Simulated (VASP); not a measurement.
Here is a VASP 6.6.1 calculation.

INCAR

```
  PREC = Accurate
  ENCUT = 520
  EDIFF = 1E-6
  ISMEAR = -1
  SIGMA = 0.03
  LREAL = False
  LASPH = True
  NELM = 60
  ALGO = Normal
  ISIF = 2
  LWAVE = False
  LCHARG = False
  GGA = PE
  NBANDS = 13
```

KPOINTS

```
Automatic mesh
0
Gamma
  12 12 12
```

POSCAR

```
Mo
1.0
    2.6048782482      0.0000000000      0.0000000000
    0.0000000000      2.6048782482      0.0000000000
    0.0000000000      0.0000000000      2.6048782482
Mo
1
Direct
    0.0000000000      0.0000000000      0.0000000000
```

Potentials or basis: VASP PAW PBE potentials, release 64 (Mo_sv).

Launch:

```bash
$ cat potpaw_PBE.64/Mo_sv/POTCAR > POTCAR
$ mpirun -np 1 vasp_std > vasp.out
```

Problem. Predict the pressure.

Solution. 0.4 GPa.

Problem. Predict the band gap on the k mesh.

Solution. Zero (bands 7 and 8 overlap by 2.15 eV).
